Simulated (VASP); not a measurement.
# NbP (I4_1md) in VASP: relaxation of the atoms with PBE

Aim: the relaxation of the atoms of NbP with PBE.

Program: VASP 6.6.1. These are calculated values, not measurements. Logs are shortened: lines on timing, memory, paths and dates and some standing lists are left out, and cuts for length are marked.

### Step 1. The cell of the first run

The structure is tetragonal, space group I4_1md (No. 109). Conventional cell: a = 3.350 Å, b = 3.350 Å, c = 11.480 Å, α = 90.00°, β = 90.00°, γ = 90.00°. Nb (site symmetry 2mm) has 6 P at 2.55 Å and 8 Nb at 3.32 to 3.35 Å within 3.4 Å. Within 3.4 Å of P (site symmetry 2mm) lie 6 Nb at 2.55 Å and 8 P at 3.32 to 3.35 Å.

### Step 2. Relaxation of the atoms, PBE

INCAR reads:

```
PREC = Accurate
ENCUT = 520
EDIFF = 1E-6
ISMEAR = 0
SIGMA = 0.05
LREAL = F
LASPH = T
NELM = 80
ALGO = Normal
ISIF = 2
LWAVE = F
LCHARG = F
GGA = PE
IBRION = 2
NSW = 80
EDIFFG = -0.003
```

KPOINTS reads:

```
Automatic mesh
0
Gamma
  9 9 9
```

POSCAR reads:

```
NbP
1.0
   -1.6749232544      1.6749232544      5.7401081759
    1.6749232544     -1.6749232544      5.7401081759
    1.6749232544      1.6749232544     -5.7401081759
Nb P
2 2
Direct
    0.4998808000      0.4998808000      0.0000000000
    0.2498808000      0.7498808000      0.5000000000
    0.0827477700      0.0827477700      0.0000000000
    0.8327477700      0.3327477700      0.5000000000
```

Potentials or basis: VASP PAW PBE potentials, release 64 (Nb_sv, P).

Launch:

```
$ cat potpaw_PBE.64/Nb_sv/POTCAR potpaw_PBE.64/P/POTCAR > POTCAR
$ mpirun -np 1 vasp_std > vasp.out
```

OUTCAR:

```text
PREC = Accurate
   ENCUT = 520
   EDIFF = 1E-6
   ISMEAR = 0
   LREAL = F
   LASPH = T
   NELM = 80
   ISIF = 2
   GGA = PE
   IBRION = 2
   NSW = 80
   EDIFFG = -0.003

 ion  position               nearest neighbor table
   1  0.500  0.500  0.000-   4 2.55   4 2.55   3 2.55   3 2.55   3 2.55   3 2.55
   2  0.250  0.750  0.500-   3 2.55   3 2.55   4 2.55   4 2.55   4 2.55   4 2.55
   3  0.083  0.083  0.000-   2 2.55   2 2.55   1 2.55   1 2.55   1 2.55   1 2.55
   4  0.833  0.333  0.500-   1 2.55   1 2.55   2 2.55   2 2.55   2 2.55   2 2.55

  LATTYP: Found a body centered tetragonal cell.
 ALAT       =     3.3498465088
 C/A-ratio  =     3.4270872775

  Lattice vectors:

 A1 = (  -1.6749232544,   1.6749232544,   5.7401081759)
 A2 = (   1.6749232544,  -1.6749232544,   5.7401081759)
 A3 = (   1.6749232544,   1.6749232544,  -5.7401081759)

Analysis of symmetry for initial positions (statically):
=====================================================================
 Subroutine PRICEL returns:
 Original cell was already a primitive cell.

 Routine SETGRP: Setting up the symmetry group for a
 body centered tetragonal supercell.

 Subroutine GETGRP returns: Found  8 space group operations
 (whereof  4 operations were pure point group operations)
 out of a pool of 16 trial point group operations.

The static configuration has the point symmetry C_2v.
 The point group associated with its full space group is C_4v.

Analysis of symmetry for dynamics (positions and initial velocities):
=====================================================================
 Subroutine PRICEL returns:
 Original cell was already a primitive cell.

 Routine SETGRP: Setting up the symmetry group for a
 body centered tetragonal supercell.

 Subroutine GETGRP returns: Found  8 space group operations
 (whereof  4 operations were pure point group operations)
 out of a pool of 16 trial point group operations.

The dynamic configuration has the point symmetry C_2v.
 The point group associated with its full space group is C_4v.

 Subroutine INISYM returns: Found  8 space group operations
 (whereof  4 operations are pure point group operations),
 and found     1 'primitive' translations

----------------------------------------------------------------------------------------

                                     Primitive cell

  volume of cell :      64.4125

  direct lattice vectors                    reciprocal lattice vectors
    -1.674923254  1.674923254  5.740108176     0.000000000  0.298521140  0.087106372
     1.674923254 -1.674923254  5.740108176     0.298521140  0.000000000  0.087106372
     1.674923254  1.674923254 -5.740108176     0.298521140  0.298521140  0.000000000

  length of vectors
     6.209635874  6.209635874  6.209635874     0.310970081  0.310970081  0.422172645

  position of ions in fractional coordinates (direct lattice)
     0.499880800  0.499880800  0.000000000
     0.249880800  0.749880800  0.500000000
     0.082747770  0.082747770  0.000000000
     0.832747770  0.332747770  0.500000000

  ion indices of the primitive-cell ions
   primitive index   ion index
                 1           1
                 2           2
                 3           3
                 4           4

----------------------------------------------------------------------------------------

 KPOINTS: Automatic mesh

Automatic generation of k-mesh.
 Grid dimensions read from file:
 generate k-points for:    9    9    9

 Generating k-lattice:

  Cartesian coordinates                     Fractional coordinates (reciprocal lattice)
     0.000000000  0.033169016  0.009678486     0.111111111  0.000000000 -0.000000000
     0.033169016  0.000000000  0.009678486     0.000000000  0.111111111 -0.000000000
     0.033169016  0.033169016  0.000000000     0.000000000  0.000000000  0.111111111

  Length of vectors
     0.034552231  0.034552231  0.046908072

  Shift w.r.t. Gamma in fractional coordinates (k-lattice)
     0.000000000  0.000000000  0.000000000

 Subroutine IBZKPT returns following result:
 ===========================================

 Found     75 irreducible k-points:

 Following reciprocal coordinates:
            Coordinates               Weight
  0.000000  0.000000  0.000000      1.000000
  0.111111  0.000000 -0.000000      8.000000
  0.222222 -0.000000  0.000000      8.000000
  0.333333 -0.000000  0.000000      8.000000
  0.444444 -0.000000  0.000000      8.000000
  0.111111  0.111111 -0.000000      8.000000
[... 16 lines left out ...]
 -0.333333  0.333333  0.000000      4.000000
  0.444444  0.444444  0.000000      8.000000
 [... further k-points ...]
   k-points           NKPTS =     75   k-points in BZ     NKDIM =     75   number of bands    NBANDS=     22
   number of dos      NEDOS =    301   number of ions     NIONS =      4
   total plane-waves  NPLWV = 110592
   dimension x,y,z NGX =    48 NGY =   48 NGZ =   48
   dimension x,y,z NGXF=    96 NGYF=   96 NGZF=   96
   ions per type =               2   2
   NGX,Y,Z   is equivalent  to a cutoff of  12.85, 12.85, 12.85 a.u.
   NGXF,Y,Z  is equivalent  to a cutoff of  25.70, 25.70, 25.70 a.u.
 SYSTEM =  unknown system
   PREC   = accura    normal or accurate (medium, high low for compatibility)
   ISTART =      0    job   : 0-new  1-cont  2-samecut
   ICHARG =      2    charge: 1-file 2-atom 10-const
   ISPIN  =      1    spin polarized calculation?
   LNONCOLLINEAR =      F non collinear calculations
   LSORBIT =      F    spin-orbit coupling
   LASPH  =      T    aspherical Exc in radial PAW
   ENCUT  =  520.0 eV  38.22 Ry    6.18 a.u.  11.55 11.55 11.55*2*pi/ulx,y,z
   NELM   =     80;   NELMIN=  2; NELMDL= -5     # of ELM steps
   EDIFF  = 0.1E-05   stopping-criterion for ELM
   LREAL  =      F    real-space projection
   EDIFFG = -.3E-02   stopping-criterion for IOM
   NSW    =     80    number of steps for IOM
   IBRION =      2    ionic relax: 0-MD 1-quasi-New 2-CG
   NFREE  =      1    steps in history (QN), initial steepest desc. (CG)
   ISIF   =      2    stress and relaxation
   ISYM   =      2    0-nonsym 1-usesym 2-fastsym
   POTIM  = 0.5000    time-step for ionic-motion
   TEBEG  =    0.0;   TEEND  =   0.0 temperature during run
   PSTRESS=    0.0 pullay stress
   NELECT =      36.0000    total number of electrons
   NUPDOWN=      -1.0000    fix difference up-down
   EMIN   =  10.00;   EMAX   =-10.00  energy-range for DOS
   EFERMI =   0.00;   METHOD = LEGACY
   ISMEAR =     0;   SIGMA  =   0.05  broadening in eV -4-tet -1-fermi 0-gaus
   EFERMI_NEDOS =   21; number of points for ismear=-14 and -15
   IALGO  =     38    algorithm
   IMIX   =      4    mixing-type and parameters
     AMIX     =   0.40;   BMIX     =  1.00
     AMIX_MAG =   1.60;   BMIX_MAG =  1.00
  volume/ion in A,a.u.               =      16.10       108.67
  Fermi-wavevector in a.u.,A,eV,Ry     =   1.348504  2.548304 24.741706  1.818464
  Thomas-Fermi vector in A             =   2.476168
   LORBIT       =      0    0 simple, 1 ext, 2 COOP (PROOUT), +10 PAW based schemes
   GGA     = PE    functional components
   LHFCALC =     F    Hartree Fock is set to
   AEXX    =    0.0000 exact exchange contribution
   IVDW    =     0    specifies the selected vdW correction
   LEPSILON=     F    determine dielectric tensor
   LRPA    =     F    only Hartree local field effects (RPA)
 conjugate gradient relaxation of ions
 non-spin polarized calculation
 Gauss-broadening in eV      SIGMA  =   0.05
  energy-cutoff  :      520.00
  volume of cell :       64.41
 maximum number of plane-waves:      1751
 NGX is ok and might be reduce to    48
   NGX = 23   NGY = 23   NGZ = 23

--------------------------------------- Ionic step        1  -------------------------------------------

 number of electron      35.9999999 magnetization

 Free energy of the ion-electron system (eV)
  ---------------------------------------------------
  ext. energy  EPLUGINS =         0.00000000
  ---------------------------------------------------
  free energy    TOTEN  =       -35.30824672 eV

  energy without entropy =      -35.30725739  energy(sigma->0) =      -35.30775205

------------------------ aborting loop because EDIFF is reached ----------------------------------------

  FORCE on cell =-STRESS in cart. coord.  units (eV):
  Direction    XX          YY          ZZ          XY          YZ          ZX
  --------------------------------------------------------------------------------------
  -------------------------------------------------------------------------------------
  Total       -0.5548360     -0.5548360     -0.6258128      0.0000000      0.0000000      0.0000000
  in kB      -13.8008333    -13.8008333    -15.5662908      0.0000000      0.0000000      0.0000000
  external PRESSURE =     -14.3893191 kB  Pullay stress =       0.0000000 kB

 VOLUME and BASIS-vectors are now :
 -----------------------------------------------------------------------------
  energy-cutoff  :      520.00
  volume of cell :       64.41
      direct lattice vectors                 reciprocal lattice vectors
    -1.674923254  1.674923254  5.740108176     0.000000000  0.298521140  0.087106372
     1.674923254 -1.674923254  5.740108176     0.298521140  0.000000000  0.087106372
     1.674923254  1.674923254 -5.740108176     0.298521140  0.298521140  0.000000000

 POSITION                                       TOTAL-FORCE (eV/Angst)
 -----------------------------------------------------------------------------------
      0.00000      0.00000      5.73874         0.000000     -0.000000      0.007613
      1.67492      0.00000      2.86869        -0.000000      0.000000      0.007613
      0.00000      0.00000      0.94996        -0.000000      0.000000     -0.007613
      0.00000      1.67492      3.82002         0.000000     -0.000000     -0.007613
 -----------------------------------------------------------------------------------
    total drift:                               -0.000000     -0.000000      0.000303

  FREE ENERGIE OF THE ION-ELECTRON SYSTEM (eV)
  ---------------------------------------------------
  free  energy   TOTEN  =       -35.3082467184 eV

  energy  without entropy=      -35.3072573862  energy(sigma->0) =      -35.30775205

--------------------------------------- Ionic step        2  -------------------------------------------

 number of electron      35.9999999 magnetization

 Free energy of the ion-electron system (eV)
  ---------------------------------------------------
  ext. energy  EPLUGINS =         0.00000000
  ---------------------------------------------------
  free energy    TOTEN  =       -35.30825189 eV

  energy without entropy =      -35.30726148  energy(sigma->0) =      -35.30775668

 E-fermi :  10.5927     XC(G=0): -11.9882

 val. band max:       10.5838699464   @ k =  -0.1111   0.4444   0.1111
 cond. band min:      10.6237456890   @ k =  -0.1111  -0.4444   0.1111
 fundamental gap:      0.0398757426
 Fermi energy:        10.5926933038

 k-point     1 :       0.0000    0.0000    0.0000
  band No.  band energies     occupation
      1     -44.3920      2.00000
      2     -44.3552      2.00000
      3     -20.6494      2.00000
      4     -20.4531      2.00000
      5     -20.4531      2.00000
      6     -20.3117      2.00000
[... 14 lines left out ...]
     21      13.2046      0.00000
     22      13.6964      0.00000

 k-point     2 :       0.1111    0.0000   -0.0000
  band No.  band energies     occupation
      1     -44.3891      2.00000
      2     -44.3540      2.00000
      3     -20.6385      2.00000
      4     -20.4849      2.00000
      5     -20.4505      2.00000
      6     -20.3434      2.00000
[... 14 lines left out ...]
     21      12.8822      0.00000
     22      13.4818      0.00000
[... 523 lines left out ...]
     21      12.7139      0.00000
     22      14.0858      0.00000

 k-point    24 :       0.4444    0.4444    0.0000
  band No.  band energies     occupation
      1     -44.3414      2.00000
      2     -44.3404      2.00000
      3     -20.6894      2.00000
      4     -20.6885      2.00000
      5     -20.5256      2.00000
      6     -20.5238      2.00000
[... 14 lines left out ...]
     21      13.6717      0.00000
     22      13.6858      0.00000

 [... further k-points ...]

------------------------ aborting loop because EDIFF is reached ----------------------------------------

  FORCE on cell =-STRESS in cart. coord.  units (eV):
  Direction    XX          YY          ZZ          XY          YZ          ZX
  --------------------------------------------------------------------------------------
  -------------------------------------------------------------------------------------
  Total       -0.5517721     -0.5517721     -0.6315592      0.0000000      0.0000000      0.0000000
  in kB      -13.7246226    -13.7246226    -15.7092246      0.0000000      0.0000000      0.0000000
  external PRESSURE =     -14.3861566 kB  Pullay stress =       0.0000000 kB

 VOLUME and BASIS-vectors are now :
 -----------------------------------------------------------------------------
  energy-cutoff  :      520.00
  volume of cell :       64.41
      direct lattice vectors                 reciprocal lattice vectors
    -1.674923254  1.674923254  5.740108176     0.000000000  0.298521140  0.087106372
     1.674923254 -1.674923254  5.740108176     0.298521140  0.000000000  0.087106372
     1.674923254  1.674923254 -5.740108176     0.298521140  0.298521140  0.000000000

 POSITION                                       TOTAL-FORCE (eV/Angst)
 -----------------------------------------------------------------------------------
      1.67492      1.67492     -0.00100         0.000000      0.000000     -0.000436
      1.67492      0.00000      2.86905         0.000000      0.000000     -0.000436
      1.67492      1.67492     -4.79051         0.000000     -0.000000      0.000436
     -0.00000      1.67492      3.81965        -0.000000      0.000000      0.000436
 -----------------------------------------------------------------------------------
    total drift:                               -0.000000     -0.000000      0.001080

  FREE ENERGIE OF THE ION-ELECTRON SYSTEM (eV)
  ---------------------------------------------------
  free  energy   TOTEN  =       -35.3082518858 eV

  energy  without entropy=      -35.3072614786  energy(sigma->0) =      -35.30775668

 reached required accuracy - stopping structural energy minimisation
```

It took 3.1 min on 1 thread of Intel Xeon Platinum 8488C (Sapphire Rapids), shared host; peak memory 0.37 GiB.

What came out:

| Quantity | Value |
| --- | --- |
| Free energy | -35.3083 eV |
| Energy gained by relaxing | 0.0 meV/atom |
| Ionic steps | 2 |
| Pressure after relaxing | -1.4 GPa |
| Band gap on the k mesh | zero (bands 18 and 19 overlap by 0.06 eV) |

Final structure:
```
CELL_PARAMETERS angstrom
-1.67492 1.67492 5.74011
1.67492 -1.67492 5.74011
1.67492 1.67492 -5.74011
ATOMIC_POSITIONS crystal
Nb 0.49991 0.49991 0.00000
Nb 0.24991 0.74991 0.50000
P 0.08272 0.08272 0.00000
P 0.83272 0.33272 0.50000
```

The gap in the log of VASP goes by the Fermi energy; the results here count the filled bands.